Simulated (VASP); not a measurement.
Input of a VASP 6.6.1 run:

Contents of INCAR:

```
PREC = Accurate
ENCUT = 520
EDIFF = 1E-6
ISMEAR = 0
SIGMA = 0.05
LREAL = Auto
LASPH = T
NELM = 80
ALGO = Normal
ISIF = 2
LWAVE = F
LCHARG = F
LDIPOL = T
IDIPOL = 3
DIPOL = 0.5 0.5 0.340
GGA = CA
NBANDS = 164
```

The input KPOINTS:

```
Automatic mesh
0
Gamma
  3 3 1
```

File POSCAR:

```
Ge5H2
1.0
    7.9504584305      0.0000000000      0.0000000000
    0.0000000000      7.9504584305      0.0000000000
    0.0000000000      0.0000000000     19.3782629924
Ge H
20 8
Direct
    0.5000000000      0.5000000000      0.2531929680
    0.5000000000      0.0000000000      0.2531929680
    0.0000000000      0.5000000000      0.2531929680
    0.0000000000      0.0000000000      0.2531929680
    0.7500000000      0.5000000000      0.3257204060
    0.7500000000      0.0000000000      0.3257204060
    0.2500000000      0.5000000000      0.3257204060
    0.2500000000      0.0000000000      0.3257204060
    0.7428940451      0.7484529927      0.3992186602
    0.7428940451      0.2515470073      0.3992186602
    0.2535389170      0.7492236978      0.3944942528
    0.2535389170      0.2507763022      0.3944942528
    0.0000678162      0.7444668814      0.4673052677
    0.0000678162      0.2555331186      0.4673052677
    0.4946890657      0.7245642636      0.4734914295
    0.4946890657      0.2754357364      0.4734914295
    0.0994939561      0.0000000000      0.5179750986
    0.1229148477      0.5000000000      0.5179750986
    0.3987977265      0.0000000000      0.5035724009
    0.4253289119      0.5000000000      0.5592767457
    0.5090621173      0.6542935074      0.2055986752
    0.5090621173      0.3457064926      0.2055986752
    0.5090621173      0.1542935074      0.2055986752
    0.5090621173     -0.1542935074      0.2055986752
   -0.0090621173      0.3457064926      0.2055986752
   -0.0090621173      0.6542935074      0.2055986752
   -0.0090621173     -0.1542935074      0.2055986752
   -0.0090621173      0.1542935074      0.2055986752
```

Potentials or basis: VASP PAW LDA potentials, release 64 (Ge_d, H).

Run with:

```bash
$ cat potpaw_LDA.64/Ge_d/POTCAR potpaw_LDA.64/H/POTCAR > POTCAR
$ mpirun -np 1 vasp_std > vasp.out
```

Predict the largest force.

0.994 eV/Å.

Estimate the band gap on the k mesh.

zero (bands 144 and 145 overlap by 0.11 eV).

Forces in eV/Å, atoms in the order of the input:
```
Ge  -0.034  0.000  0.212
Ge   0.001  0.000  0.199
Ge  -0.005  0.000  0.259
Ge   0.016  0.000  0.245
Ge  -0.021  0.000 -0.126
Ge  -0.112  0.000  0.128
Ge   0.114  0.000 -0.988
Ge   0.049  0.000 -0.687
Ge  -0.001 -0.005 -0.002
Ge  -0.001  0.005 -0.002
Ge  -0.015 -0.029 -0.013
Ge  -0.015  0.029 -0.013
Ge  -0.003  0.030 -0.002
Ge  -0.003 -0.030 -0.002
Ge   0.005 -0.012  0.021
Ge   0.005  0.012  0.021
Ge   0.001  0.000  0.531
Ge   0.003  0.000  0.181
Ge  -0.019  0.000  0.002
Ge   0.026  0.000  0.019
H    0.000 -0.015 -0.021
H    0.000  0.015 -0.021
H   -0.019 -0.003  0.009
H   -0.019  0.003  0.009
H    0.015  0.013 -0.010
H    0.015 -0.013 -0.010
H    0.009 -0.005  0.030
H    0.009  0.005  0.030
```
